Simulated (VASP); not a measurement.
# W (Im-3m) in VASP: notebook, part 2 of 2

VASP 6.6.1. Earlier steps stand in the parts before.

## 3. Relaxation of cell and atoms, PBE+D3(BJ)

INCAR reads:

```
SYSTEM = W
PREC = Accurate
ENCUT = 600
EDIFF = 1E-7
ISMEAR = 0
SIGMA = 0.1
LREAL = .FALSE.
LASPH = .TRUE.
NELM = 100
ALGO = Fast
ISIF = 3
LWAVE = .FALSE.
LCHARG = .FALSE.
GGA = PE
IVDW = 12
IBRION = 2
NSW = 100
EDIFFG = -0.005
```

KPOINTS reads:

```
regular mesh
0
G
  18 18 18
  0 0 0
```

POSCAR reads:

```
W
1.0
   -1.5802524306      1.5802524306      1.5802524306
    1.5802524306     -1.5802524306      1.5802524306
    1.5802524306      1.5802524306     -1.5802524306
W
1
Direct
    0.0000000000      0.0000000000      0.0000000000
```

Potentials or basis: VASP PAW PBE potentials, release 64 (W_sv).

On the command line:

```bash
$ cat potpaw_PBE.64/W_sv/POTCAR > POTCAR
$ mpirun -np 1 vasp_std > vasp.out
```

OUTCAR:

```text
SYSTEM = W
   PREC = Accurate
   ENCUT = 600
   EDIFF = 1E-7
   ISMEAR = 0
   LREAL = .FALSE.
   LASPH = .TRUE.
   NELM = 100
   ISIF = 3
   GGA = PE
   IVDW = 12
   IBRION = 2
   NSW = 100
   EDIFFG = -0.005
 IVDW          = 12

 ion  position               nearest neighbor table
   1  0.000  0.000  0.000-

  LATTYP: Found a body centered cubic cell.
 ALAT       =     3.1605048612

  Lattice vectors:

 A1 = (  -1.5802524306,   1.5802524306,   1.5802524306)
 A2 = (   1.5802524306,  -1.5802524306,   1.5802524306)
 A3 = (   1.5802524306,   1.5802524306,  -1.5802524306)

Analysis of symmetry for initial positions (statically):
=====================================================================
 Subroutine PRICEL returns:
 Original cell was already a primitive cell.
[... 253 lines left out ...]
  ext. energy  EPLUGINS =         0.00000000
  ---------------------------------------------------
  free energy    TOTEN  =       -12.94324364 eV

  energy without entropy =      -12.93979065  energy(sigma->0) =      -12.94151715

 E-fermi :  11.4881     XC(G=0): -13.6590

 val. band max:       11.4850507284   @ k =  -0.2778   0.3333   0.2222
 cond. band min:      11.4994154728   @ k =   0.5000   0.5000   0.2222
 fundamental gap:      0.0143647445
 Fermi energy:        11.4881250675

 k-point     1 :       0.0000    0.0000    0.0000
  band No.  band energies     occupation
      1     -62.6844      2.00000
      2     -26.2416      2.00000
      3     -26.2416      2.00000
      4     -26.2416      2.00000
      5       1.8360      2.00000
      6      10.2586      2.00000
      7      10.2586      2.00000
      8      10.2586      2.00000
      9      13.7625      0.00000
     10      13.7625      0.00000
     11      26.0159      0.00000
[... 309 lines left out ...]
 k-point    24 :       0.3889    0.1111    0.0000
  band No.  band energies     occupation
      1     -62.5481      2.00000
      2     -27.4632      2.00000
      3     -26.7000      2.00000
      4     -26.3066      2.00000
      5       5.6360      2.00000
      6       8.0623      2.00000
      7      10.9064      2.00000
      8      13.5333      0.00000
      9      14.8716      0.00000
     10      17.9520      0.00000
     11      22.4654      0.00000

 [... further k-points ...]

------------------------ aborting loop because EDIFF is reached ----------------------------------------

 Edisp (eV)   -0.69767

 E8    (eV) :    -0.3577
[... 24 lines left out ...]
  FREE ENERGIE OF THE ION-ELECTRON SYSTEM (eV)
  ---------------------------------------------------
  free  energy   TOTEN  =       -13.6409147728 eV

  energy  without entropy=      -13.6374617915  energy(sigma->0) =      -13.63918828

 reached required accuracy - stopping structural energy minimisation
```

OSZICAR:

```text
N       E                     dE             d eps       ncg     rms          rms(c)
DAV:   1     0.830025601738E+02    0.83003E+02   -0.85354E+03  4298   0.159E+03
DAV:   2    -0.118953331651E+02   -0.94898E+02   -0.91666E+02  4617   0.357E+02
DAV:   3    -0.135468026717E+02   -0.16515E+01   -0.16352E+01  4883   0.457E+01
[... 25 lines left out ...]
RMM:   2    -0.129434863290E+02    0.14888E-02   -0.20387E-03  4293   0.511E-01    0.133E-01
RMM:   3    -0.129432285219E+02    0.25781E-03   -0.98938E-04  4297   0.352E-01    0.104E-01
RMM:   4    -0.129432440329E+02   -0.15511E-04   -0.68180E-05  4559   0.111E-01    0.246E-02
RMM:   5    -0.129432434870E+02    0.54585E-06   -0.18697E-05  4354   0.574E-02    0.453E-03
RMM:   6    -0.129432436847E+02   -0.19768E-06   -0.30711E-06  4549   0.253E-02    0.267E-03
RMM:   7    -0.129432436360E+02    0.48742E-07   -0.52265E-07  3692   0.105E-02
   3 F= -.13640915E+02 E0= -.13639188E+02  d E =-.130125E-04
```

CONTCAR:

```text
W
   1.00000000000000
    -1.5807391500491670    1.5807391500491670    1.5807391500491670
     1.5807391500491670   -1.5807391500491670    1.5807391500491670
     1.5807391500491670    1.5807391500491670   -1.5807391500491670
  W
     1
Direct
     0.0000000000000000    0.0000000000000000    0.0000000000000000

  0.00000000E+00  0.00000000E+00  0.00000000E+00
```

Wall time 2.2 min (1 thread of AMD EPYC 7R43 (Zen 3), shared host); peak memory 0.14 GiB.

Results:

- Free energy: -13.6409 eV
- Relaxed volume: 15.80 Å³/atom
- Relaxed cell: a = 2.738 Å, b = 2.738 Å, c = 2.738 Å, α = 109.47°, β = 109.47°, γ = 109.47°
- Space group after relaxing (to 0.05 Å): Im-3m (No. 229)
- Energy gained by relaxing: 0.0 meV/atom
- Ionic steps: 3
- Pressure after relaxing: 0.0 GPa
- Band gap on the k mesh: zero (band 7 reaches 16.68 eV, above the bottom of band 8 at 10.26 eV)
- Dispersion energy per atom: -0.698 eV

Final structure:
```
W
1.0
    -1.58074    1.58074    1.58074
     1.58074   -1.58074    1.58074
     1.58074    1.58074   -1.58074
W
1
Cartesian
  0.0000 0.0000 0.0000
```

Levels at points of the mesh, in eV from the Fermi level:
```csv
k point,band 3,band 4,band 5,band 6,band 7,band 8,band 9,band 10,band 11
"(0.00, 0.00, 0.00)",-37.73,-37.73,-9.65,-1.23,-1.23,-1.23,2.27,2.27,14.53
"(0.50, 0.00, 0.00)",-38.15,-37.74,-6.29,-3.58,0.69,2.17,3.15,6.19,11.50
"(0.50, 0.50, 0.50)",-38.64,-38.64,-5.86,-5.86,5.20,5.20,5.20,8.28,8.28
```

Caveat: spin-orbit coupling is left out, which moves the levels of the heavy elements; pairwise dispersion overbinds metals, which lowers pressure and volume.

## 4. Single point, PBE+D3(BJ)

INCAR reads:

```
SYSTEM = W
ALGO = Normal
EDIFF = 1E-6
ENCUT = 500
GGA = PE
GGA_COMPAT = .FALSE.
ISIF = 2
ISMEAR = 0
IVDW = 12
LASPH = .TRUE.
LCHARG = .FALSE.
LREAL = .FALSE.
LWAVE = .FALSE.
NBANDS = 13
NELM = 120
PREC = Accurate
SIGMA = 0.1
```

KPOINTS reads:

```
k-points
0
G
  8 8 8
  0 0 0
```

POSCAR reads:

```
W
1.0
   -1.5802524303      1.5802524303      1.5802524303
    1.5802524303     -1.5802524303      1.5802524303
    1.5802524303      1.5802524303     -1.5802524303
W
1
Direct
    0.0000000000      0.0000000000      0.0000000000
```

On the command line:

```bash
$ cat potpaw_PBE.64/W_sv/POTCAR > POTCAR
$ mpirun -np 1 vasp_std > vasp.out
```

It took 8.9 s on 1 thread of Intel Xeon 8259CL, shared host; peak memory 0.13 GiB.

Results (log left out):

```yaml
Free_energy: -13.6446 eV
Pressure: 0.7 GPa
Band_gap_on_the_k_mesh: zero (band 7 reaches 16.70 eV, above the bottom of band 8 at 10.27 eV)
Dispersion_energy_per_atom: -0.698 eV
```

Levels at points of the mesh, in eV from the Fermi level:
```csv
k point,band 3,band 4,band 5,band 6,band 7,band 8,band 9,band 10,band 11,band 12
"(0.00, 0.00, 0.00)",-37.51,-37.51,-9.44,-1.01,-1.01,-1.01,2.49,2.49,14.75,14.75
"(0.50, 0.00, 0.00)",-37.93,-37.52,-6.08,-3.37,0.91,2.39,3.38,6.41,11.38,11.72
"(0.50, 0.50, 0.50)",-38.42,-38.42,-5.65,-5.65,5.42,5.42,5.42,8.50,8.50,8.50
```

Caveat: spin-orbit coupling is left out, which moves the levels of the heavy elements; pairwise dispersion overbinds metals, which lowers pressure and volume.

## 5. Relaxation of cell and atoms, PBE+D3(BJ)

This run uses another cell than the first one, of 16.30 Å³/atom, 1.034 times its volume.

INCAR reads:

```
SYSTEM = W
PREC = Accurate
ENCUT = 500
EDIFF = 1E-7
ISMEAR = 0
SIGMA = 0.1
LREAL = .False.
LASPH = .True.
NELM = 120
ALGO = Normal
ISIF = 3
LWAVE = .False.
LCHARG = .False.
GGA = PE
IVDW = 12
IBRION = 2
NSW = 100
EDIFFG = -0.05
GGA_COMPAT = .False.
NELMIN = 4
```

KPOINTS reads:

```
regular mesh
0
Gamma
  8 8 8
  0 0 0
```

POSCAR reads:

```
W
1.0
   -1.5973000000      1.5973000000      1.5973000000
    1.5973000000     -1.5973000000      1.5973000000
    1.5973000000      1.5973000000     -1.5973000000
W
1
Direct
    0.0000000000      0.0000000000      0.0000000000
```

On the command line:

```bash
$ cat potpaw_PBE.64/W_sv/POTCAR > POTCAR
$ mpirun -np 1 vasp_std > vasp.out
```

Wall time 27 s (1 thread of Intel Xeon 8259CL, shared host); peak memory 0.14 GiB.

It converged, with:

- Free energy: -13.6450 eV
- Relaxed volume: 15.84 Å³/atom
- Relaxed cell: a = 2.740 Å, b = 2.740 Å, c = 2.740 Å, α = 109.47°, β = 109.47°, γ = 109.47°
- Space group after relaxing (to 0.05 Å): Im-3m (No. 229)
- Energy gained by relaxing: 14.3 meV/atom
- Ionic steps: 3
- Pressure after relaxing: -0.5 GPa
- Band gap on the k mesh: zero (band 7 reaches 16.63 eV, above the bottom of band 8 at 10.23 eV)
- Dispersion energy per atom: -0.696 eV

The path:
| step | energy change (eV) | largest force (eV/Å) | pressure (GPa) | volume (Å³) |
| --- | --- | --- | --- | --- |
| 1 | 0.0000 | 0.0000 | -9.20 | 16.30 |
| 2 | 0.1911 | 0.0000 | 44.58 | 14.19 |
| 3 | -0.0143 | 0.0000 | -0.46 | 15.84 |

Final structure:
```
W
1.0
    -1.58207    1.58207    1.58207
     1.58207   -1.58207    1.58207
     1.58207    1.58207   -1.58207
W
1
Direct
  0.00000 0.00000 0.00000
```

Levels at points of the mesh, in eV from the Fermi level:
```csv
k point,band 5,band 6,band 7,band 8,band 9,band 10
"(0.00, 0.00, 0.00)",-9.42,-1.01,-1.01,-1.01,2.48,2.48
"(0.50, 0.00, 0.00)",-6.06,-3.35,0.90,2.38,3.36,6.38
"(0.50, 0.50, 0.50)",-5.62,-5.62,5.39,5.39,5.39,8.47
```

Caveat: spin-orbit coupling is left out, which moves the levels of the heavy elements; pairwise dispersion overbinds metals, which lowers pressure and volume.

## 6. Summary

| task | cell | k mesh | cutoff (eV) | gap on the mesh (eV) | pressure (GPa) | relaxed volume (Å³/atom) |
| --- | --- | --- | --- | --- | --- | --- |
| single point | a = 2.736 Å, angles 109.5°, 1 atom | 18 × 18 × 18 | 520 | none | 0.6 | - |
| relaxation of cell and atoms | relaxed from a = 2.737 Å, angles 109.5°, 1 atom | 18 × 18 × 18 | 600 | none | 0.0 | 15.80 |
| single point | a = 2.737 Å, angles 109.5°, 1 atom | 8 × 8 × 8 | 500 | none | 0.7 | - |
| relaxation of cell and atoms | relaxed from a = 2.767 Å, angles 109.5°, 1 atom | 8 × 8 × 8 | 500 | none | -0.5 | 15.84 |

Alike in all rows: level PBE+D3(BJ); potentials or basis VASP PAW PBE potentials, release 64 (W_sv); no spin polarisation; smearing gaussian 0.1 eV.

Caveats: spin-orbit coupling is left out, which moves the levels of the heavy elements; pairwise dispersion overbinds metals, which lowers pressure and volume.

Absolute energies hang on the potentials; compare differences alone.
